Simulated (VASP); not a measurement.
# TiN (Osbornite) (Fm-3m) in VASP: single point with PBEsol

Aim: the single point of TiN (Osbornite) with PBEsol.

All numbers are computed with VASP 6.6.1; they aren't measurements. Logs are shortened: lines on timing, memory, paths and dates and some standing lists are left out, and cuts for length are marked.

## 1. The cell of the first run

It takes space group Fm-3m (No. 225, cubic). The conventional cell has a = 4.238 Å, b = 4.238 Å, c = 4.238 Å, α = 90.00°, β = 90.00°, γ = 90.00°. Within 2.8 Å of Ti (site symmetry m-3m) lie 6 N at 2.12 Å. Within 2.8 Å of N (site symmetry m-3m) lie 6 Ti at 2.12 Å.

## 2. Single point, PBEsol

File INCAR:

```
  PREC = Accurate
  ENCUT = 600
  EDIFF = 1E-6
  ISMEAR = 1
  SIGMA = 0.15
  LREAL = F
  LASPH = T
  NELM = 120
  ALGO = Normal
  ISIF = 2
  LWAVE = F
  LCHARG = F
  GGA = PS
  NBANDS = 16
  GGA_COMPAT = F
```

File KPOINTS:

```
Automatic mesh
0
Gamma
  12 12 12
```

File POSCAR:

```
TiN
1.0
    0.0000000000      2.1190000000      2.1190000000
    2.1190000000      0.0000000000      2.1190000000
    2.1190000000      2.1190000000      0.0000000000
Ti N
1 1
Direct
    0.0000000000      0.0000000000      0.0000000000
    0.5000000000      0.5000000000      0.5000000000
```

Potentials or basis: VASP PAW PBE potentials, release 64 (Ti_sv, N).

Command:

```
$ cat potpaw_PBE.64/Ti_sv/POTCAR potpaw_PBE.64/N/POTCAR > POTCAR
$ mpirun -np 1 vasp_std > vasp.out
```

OUTCAR:

```text
PREC = Accurate
   ENCUT = 600
   EDIFF = 1E-6
   ISMEAR = 1
   LREAL = F
   LASPH = T
   NELM = 120
   ISIF = 2
   GGA = PS

 ion  position               nearest neighbor table
   1  0.000  0.000  0.000-   2 2.12   2 2.12   2 2.12   2 2.12   2 2.12   2 2.12
   2  0.500  0.500  0.500-   1 2.12   1 2.12   1 2.12   1 2.12   1 2.12   1 2.12

  LATTYP: Found a face centered cubic cell.
 ALAT       =     4.2380000000

  Lattice vectors:

 A1 = (   0.0000000000,   2.1190000000,   2.1190000000)
 A2 = (   2.1190000000,   0.0000000000,   2.1190000000)
 A3 = (   2.1190000000,   2.1190000000,   0.0000000000)

Analysis of symmetry for initial positions (statically):
=====================================================================
 Subroutine PRICEL returns:
 Original cell was already a primitive cell.

 Routine SETGRP: Setting up the symmetry group for a
 face centered cubic supercell.

 Subroutine GETGRP returns: Found 48 space group operations
 (whereof 48 operations were pure point group operations)
 out of a pool of 48 trial point group operations.

The static configuration has the point symmetry O_h .

Analysis of symmetry for dynamics (positions and initial velocities):
=====================================================================
 Subroutine PRICEL returns:
 Original cell was already a primitive cell.

 Routine SETGRP: Setting up the symmetry group for a
 face centered cubic supercell.

 Subroutine GETGRP returns: Found 48 space group operations
 (whereof 48 operations were pure point group operations)
 out of a pool of 48 trial point group operations.

The dynamic configuration has the point symmetry O_h .

 Subroutine INISYM returns: Found 48 space group operations
 (whereof 48 operations are pure point group operations),
 and found     1 'primitive' translations

----------------------------------------------------------------------------------------

                                     Primitive cell

  volume of cell :      19.0293

  direct lattice vectors                    reciprocal lattice vectors
     0.000000000  2.119000000  2.119000000    -0.235960359  0.235960359  0.235960359
     2.119000000  0.000000000  2.119000000     0.235960359 -0.235960359  0.235960359
     2.119000000  2.119000000  0.000000000     0.235960359  0.235960359 -0.235960359

  length of vectors
     2.996718539  2.996718539  2.996718539     0.408695330  0.408695330  0.408695330

  position of ions in fractional coordinates (direct lattice)
     0.000000000  0.000000000  0.000000000
     0.500000000  0.500000000  0.500000000

  ion indices of the primitive-cell ions
   primitive index   ion index
                 1           1
                 2           2

----------------------------------------------------------------------------------------

 KPOINTS: Automatic mesh

Automatic generation of k-mesh.
 Grid dimensions read from file:
 generate k-points for:   12   12   12

 Generating k-lattice:

  Cartesian coordinates                     Fractional coordinates (reciprocal lattice)
    -0.019663363  0.019663363  0.019663363     0.083333333  0.000000000  0.000000000
     0.019663363 -0.019663363  0.019663363     0.000000000  0.083333333  0.000000000
     0.019663363  0.019663363 -0.019663363     0.000000000  0.000000000  0.083333333

  Length of vectors
     0.034057944  0.034057944  0.034057944

  Shift w.r.t. Gamma in fractional coordinates (k-lattice)
     0.000000000  0.000000000  0.000000000

 Subroutine IBZKPT returns following result:
 ===========================================

 Found     72 irreducible k-points:

 Following reciprocal coordinates:
            Coordinates               Weight
  0.000000  0.000000  0.000000      1.000000
  0.083333  0.000000  0.000000      8.000000
  0.166667  0.000000  0.000000      8.000000
  0.250000  0.000000  0.000000      8.000000
  0.333333  0.000000  0.000000      8.000000
  0.416667  0.000000  0.000000      8.000000
[... 16 lines left out ...]
  0.500000  0.166667  0.000000     24.000000
 -0.416667  0.166667  0.000000     24.000000
 [... further k-points ...]
   k-points           NKPTS =     72   k-points in BZ     NKDIM =     72   number of bands    NBANDS=     16
   number of dos      NEDOS =    301   number of ions     NIONS =      2
   total plane-waves  NPLWV =  13824
   dimension x,y,z NGX =    24 NGY =   24 NGZ =   24
   dimension x,y,z NGXF=    48 NGYF=   48 NGZF=   48
   ions per type =               1   1
   NGX,Y,Z   is equivalent  to a cutoff of  13.31, 13.31, 13.31 a.u.
   NGXF,Y,Z  is equivalent  to a cutoff of  26.63, 26.63, 26.63 a.u.
 SYSTEM =  unknown system
   PREC   = accura    normal or accurate (medium, high low for compatibility)
   ISTART =      0    job   : 0-new  1-cont  2-samecut
   ICHARG =      2    charge: 1-file 2-atom 10-const
   ISPIN  =      1    spin polarized calculation?
   LNONCOLLINEAR =      F non collinear calculations
   LSORBIT =      F    spin-orbit coupling
   LASPH  =      T    aspherical Exc in radial PAW
   ENCUT  =  600.0 eV  44.10 Ry    6.64 a.u.   5.99  5.99  5.99*2*pi/ulx,y,z
   NELM   =    120;   NELMIN=  2; NELMDL= -5     # of ELM steps
   EDIFF  = 0.1E-05   stopping-criterion for ELM
   LREAL  =      F    real-space projection
   EDIFFG = 0.1E-04   stopping-criterion for IOM
   NSW    =      0    number of steps for IOM
   IBRION =     -1    ionic relax: 0-MD 1-quasi-New 2-CG
   NFREE  =      0    steps in history (QN), initial steepest desc. (CG)
   ISIF   =      2    stress and relaxation
   ISYM   =      2    0-nonsym 1-usesym 2-fastsym
   POTIM  = 0.5000    time-step for ionic-motion
   TEBEG  =    0.0;   TEEND  =   0.0 temperature during run
   PSTRESS=    0.0 pullay stress
   NELECT =      17.0000    total number of electrons
   NUPDOWN=      -1.0000    fix difference up-down
   EMIN   =  10.00;   EMAX   =-10.00  energy-range for DOS
   EFERMI =   0.00;   METHOD = LEGACY
   ISMEAR =     1;   SIGMA  =   0.15  broadening in eV -4-tet -1-fermi 0-gaus
   EFERMI_NEDOS =   21; number of points for ismear=-14 and -15
   IALGO  =     38    algorithm
   IMIX   =      4    mixing-type and parameters
     AMIX     =   0.40;   BMIX     =  1.00
     AMIX_MAG =   1.60;   BMIX_MAG =  1.00
  volume/ion in A,a.u.               =       9.51        64.21
  Fermi-wavevector in a.u.,A,eV,Ry     =   1.576704  2.979539 33.824024  2.485996
  Thomas-Fermi vector in A             =   2.677497
   LORBIT       =      0    0 simple, 1 ext, 2 COOP (PROOUT), +10 PAW based schemes
   GGA     = PS    functional components
   LHFCALC =     F    Hartree Fock is set to
   AEXX    =    0.0000 exact exchange contribution
   IVDW    =     0    specifies the selected vdW correction
   LEPSILON=     F    determine dielectric tensor
   LRPA    =     F    only Hartree local field effects (RPA)
 non-spin polarized calculation
 Methfessel and Paxton  Order N= 1 SIGMA  =   0.15
  energy-cutoff  :      600.00
  volume of cell :       19.03
 maximum number of plane-waves:       650
   NGX = 11   NGY = 11   NGZ = 11

 number of electron      17.0000001 magnetization

 Free energy of the ion-electron system (eV)
  ---------------------------------------------------
  ext. energy  EPLUGINS =         0.00000000
  ---------------------------------------------------
  free energy    TOTEN  =       -20.77528306 eV

  energy without entropy =      -20.77506890  energy(sigma->0) =      -20.77521167

 E-fermi :  11.2898     XC(G=0): -13.2374

 val. band max:       11.2871933481   @ k =   0.1667   0.0000   0.0000
 cond. band min:      11.3306820464   @ k =   0.0833   0.0833   0.0000
 fundamental gap:      0.0434886983
 Fermi energy:        11.2898147252

 k-point     1 :       0.0000    0.0000    0.0000
  band No.  band energies     occupation
      1     -46.2675      2.00000
      2     -22.3452      2.00000
      3     -22.3452      2.00000
      4     -22.3452      2.00000
      5      -5.7088      2.00000
      6       9.3271      2.00000
[... 8 lines left out ...]
     15      24.4082      0.00000
     16      31.0976      0.00000

 k-point     2 :       0.0833    0.0000    0.0000
  band No.  band energies     occupation
      1     -46.2608      2.00000
      2     -22.3920      2.00000
      3     -22.3491      2.00000
      4     -22.3491      2.00000
      5      -5.5716      2.00000
      6       8.5842      2.00000
[... 8 lines left out ...]
     15      24.5130      0.00000
     16      30.9079      0.00000

 k-point     3 :       0.1667    0.0000    0.0000
  band No.  band energies     occupation
      1     -46.2425      2.00000
      2     -22.5180      2.00000
      3     -22.3597      2.00000
      4     -22.3597      2.00000
      5      -5.1837      2.00000
      6       7.2211      2.00000
[... 8 lines left out ...]
     15      24.5200      0.00000
     16      30.1650      0.00000

 k-point     4 :       0.2500    0.0000    0.0000
  band No.  band energies     occupation
      1     -46.2174      2.00000
      2     -22.6859      2.00000
      3     -22.3741      2.00000
      4     -22.3741      2.00000
      5      -4.6122      2.00000
      6       5.7828      2.00000
[... 8 lines left out ...]
     15      24.2128      0.00000
     16      28.8425      0.00000
[... 324 lines left out ...]
 k-point    22 :       0.4167    0.1667    0.0000
  band No.  band energies     occupation
      1     -46.1718      2.00000
      2     -22.8599      2.00000
      3     -22.4657      2.00000
      4     -22.4464      2.00000
      5      -3.8282      2.00000
      6       4.3915      2.00000
[... 8 lines left out ...]
     15      24.2924      0.00000
     16      25.9711      0.00000

 k-point    23 :       0.5000    0.1667    0.0000
  band No.  band energies     occupation
      1     -46.1588      2.00000
      2     -22.9301      2.00000
      3     -22.4963      2.00000
      4     -22.4416      2.00000
      5      -3.4924      2.00000
      6       3.9471      2.00000
[... 8 lines left out ...]
     15      24.4981      0.00000
     16      25.2755      0.00000

 k-point    24 :      -0.4167    0.1667    0.0000
  band No.  band energies     occupation
      1     -46.1571      2.00000
      2     -22.9375      2.00000
      3     -22.5182      2.00000
      4     -22.4259      2.00000
      5      -3.4027      2.00000
      6       3.8137      2.00000
[... 8 lines left out ...]
     15      24.2928      0.00000
     16      25.2905      0.00000

 [... further k-points ...]
[... 5 lines left out ...]
  --------------------------------------------------------------------------------------
  -------------------------------------------------------------------------------------
  Total       -0.7861050     -0.7861050     -0.7861050      0.0000000     -0.0000000      0.0000000
  in kB      -66.1863226    -66.1863226    -66.1863226      0.0000000     -0.0000000      0.0000000
  external PRESSURE =     -66.1863226 kB  Pullay stress =       0.0000000 kB

 VOLUME and BASIS-vectors are now :
 -----------------------------------------------------------------------------
  energy-cutoff  :      600.00
  volume of cell :       19.03
      direct lattice vectors                 reciprocal lattice vectors
     0.000000000  2.119000000  2.119000000    -0.235960359  0.235960359  0.235960359
     2.119000000  0.000000000  2.119000000     0.235960359 -0.235960359  0.235960359
     2.119000000  2.119000000  0.000000000     0.235960359  0.235960359 -0.235960359

 POSITION                                       TOTAL-FORCE (eV/Angst)
 -----------------------------------------------------------------------------------
      0.00000      0.00000      0.00000         0.000000      0.000000      0.000000
      2.11900      2.11900      2.11900         0.000000      0.000000      0.000000
 -----------------------------------------------------------------------------------
    total drift:                                0.000000     -0.000000     -0.000000

  FREE ENERGIE OF THE ION-ELECTRON SYSTEM (eV)
  ---------------------------------------------------
  free  energy   TOTEN  =       -20.7752830587 eV

  energy  without entropy=      -20.7750688992  energy(sigma->0) =      -20.77521167
```

It took 11 s on 1 thread of Intel Xeon 6975P-C (Granite Rapids), shared host; peak memory 0.15 GiB.

What came out:

| Item | Value |
| --- | --- |
| Free energy | -20.7753 eV |
| Pressure | -6.6 GPa |

Caveat: the PAW data sets were made with another functional, which shifts forces and pressure a little.
